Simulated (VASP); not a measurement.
Input of a VASP 6.6.1 run:

Contents of POSCAR:

```
Ag
1.0
   -1.6556540000      1.6556540000      1.5314799500
    1.6556540000     -1.6556540000      1.5314799500
    1.6556540000      1.6556540000     -1.5314799500
Ag
1
Direct
    0.0000000000      0.0000000000      0.0000000000
```

The input INCAR.step1:

```
SYSTEM = Ag
PREC = Accurate
ENCUT = 520
ISMEAR = 0
SIGMA = 0.15
LREAL = .False.
LASPH = .True.
NELM = 80
NBANDS = 12
GGA = PE
ALGO = Normal
EDIFF = 1E-4
LWAVE = .True.
LCHARG = .False.
```

Contents of INCAR.step2:

```
SYSTEM = Ag
PREC = Accurate
ENCUT = 520
EDIFF = 1E-6
ISMEAR = 0
SIGMA = 0.15
LREAL = .False.
LASPH = .True.
NELM = 80
ALGO = Normal
ISIF = 2
LWAVE = .False.
LCHARG = .False.
METAGGA = R2SCAN
LMIXTAU = .True.
NBANDS = 12
ISTART = 1
```

Contents of KPOINTS:

```
regular mesh
0
Gamma
  20 20 20
  0 0 0
```

Potentials or basis: VASP PAW PBE potentials, release 64 (Ag).

The run is started by

```console
$ cat potpaw_PBE.64/Ag/POTCAR > POTCAR
$ cp INCAR.step1 INCAR
$ mpirun -np 1 vasp_std > vasp.out
$ cp INCAR.step2 INCAR
$ mpirun -np 1 vasp_std > vasp.out
```

(1) Estimate the band gap on the k mesh.

(2) What does it give for the pressure?

Answers

(1) zero (an odd number of electrons rules out a gap without spin polarisation).

(2) 4.4 GPa.

Caveat: the cell differs from its parent crystal (strain -0.0750 x Voigt [0, 0, 1, 0, 0, 0]); the cell stands under pressure; the PAW data sets were made with another functional, which shifts forces and pressure a little.
